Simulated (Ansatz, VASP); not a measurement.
## Two plane-wave programs on ScF

```xyz
2
Lattice="0.0000 2.5612 2.5612 2.5612 0.0000 2.5612 2.5612 2.5612 0.0000" Properties=species:S:1:pos:R:3 pbc="T T T"
Sc    3.8419    3.8419    3.8419
F     0.0000    0.0000    0.0000
```

Alike in both runs: functional PBE; k mesh 7 × 7 × 7; occupations gaussian, width 0.2 eV; no spin polarisation.

Ansatz relaxed the structure, and its values are those at the end. VASP's run is a single point on that final structure, the one shown.

|  | VASP | Ansatz |
| --- | --- | --- |
| version | VASP 6.6.1 | Ansatz 0.2.0 |
| potentials or method | VASP PAW PBE potentials, release 64 (Sc_sv, F), cutoff 600 eV | scalar-relativistic, plane waves, PAW |
| valence electrons in the cell | 18 | 18 |

|  | VASP | Ansatz | Ansatz less VASP |
| --- | --- | --- | --- |
| gap on the k mesh at the Fermi level (eV) | 0.30 | 0.31 | +0.004 |
| least direct gap on the mesh (eV) | 0.51 | 0.51 | +0.004 |
| pressure (GPa) | 0.3 | 0.1 | -0.19 |

With one functional, cell and mesh, what is left measures potentials, basis and numerics.
